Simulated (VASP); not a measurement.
## Na3OsRu: single point with PBE

Na3OsRu:

```
Na Ru Os
1.0
     5.30535    0.00000    0.00000
     0.00000    5.30535    0.00000
     0.00000    0.00000    5.30535
Na Ru Os
3 1 1
Cartesian
  0.0000 2.6527 2.6527
  2.6527 0.0000 2.6527
  2.6527 2.6527 0.0000
  0.0000 0.0000 0.0000
  2.6527 2.6527 2.6527
```

The cell was built from a structure type or drawn by symmetry, and may not be a known phase.

```yaml
Program: VASP 6.6.1
Task: single point
Functional: PBE
Potentials_or_basis: VASP PAW PBE potentials, release 64 (Na_pv, Ru_pv, Os)
Cutoff: 520 eV
k_mesh: 4 × 4 × 4
Occupations: gaussian, width 0.1 eV
Spin: no spin polarisation
Dipole_correction: no
Further_INCAR_settings: ALGO = Fast; EDIFF = 1e-07; NBANDS = 30
```

* Pressure: 0.2 GPa
* Band gap on the k mesh: zero (an odd number of electrons rules out a gap without spin polarisation)

Levels at points of the mesh, in eV from the Fermi level:
```csv
k point,band 19,band 20,band 21,band 22,band 23,band 24,band 25,band 26
"(0.00, 0.00, 0.00)",-0.09,-0.09,0.09,0.09,0.09,0.95,2.38,2.38
"(0.50, 0.00, 0.00)",-0.27,-0.27,-0.18,-0.14,-0.09,0.00,3.21,3.85
"(0.50, 0.50, 0.00)",-0.04,0.00,0.07,0.16,0.16,0.35,0.35,0.96
"(0.50, 0.50, 0.50)",-0.51,-0.03,-0.03,0.01,0.01,0.71,2.37,2.37
```

It took 2.5 min on 1 thread of Intel Xeon 8259CL, on a shared host, peak memory 0.26 GiB.

Caveat: spin-orbit coupling is left out, which moves the levels of the heavy elements.
